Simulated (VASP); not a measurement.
Input of a VASP 6.6.1 run:

Contents of INCAR:

```
  ALGO = Normal
  EDIFF = 1E-7
  ENCUT = 520
  GGA = PS
  ISIF = 2
  ISMEAR = -1
  LASPH = T
  LCHARG = T
  LELF = T
  LREAL = F
  LVHAR = T
  LWAVE = F
  NBANDS = 15
  NELM = 60
  PREC = Accurate
  SIGMA = 0.05
```

Contents of KPOINTS:

```
k-points
0
Gamma
  8 8 8
```

Contents of POSCAR:

```
CaSe
1.0
    0.0000000000      2.8956565374      2.8956565374
    2.8956565374      0.0000000000      2.8956565374
    2.8956565374      2.8956565374      0.0000000000
Se Ca
1 1
Direct
    0.5000000000      0.5000000000      0.5000000000
    0.0000000000      0.0000000000      0.0000000000
```

Potentials or basis: VASP PAW PBE potentials, release 64 (Se, Ca_sv).

Run with:

```sh
$ cat potpaw_PBE.64/Se/POTCAR potpaw_PBE.64/Ca_sv/POTCAR > POTCAR
$ mpirun -np 1 vasp_std > vasp.out
```

What does it give for the band gap on the k mesh?

1.76 eV, indirect (least direct gap 2.76 eV).

What does it give for the pressure?

2.5 GPa.

Caveat: the PAW data sets were made with another functional, which shifts forces and pressure a little. A k mesh can miss the band edges.
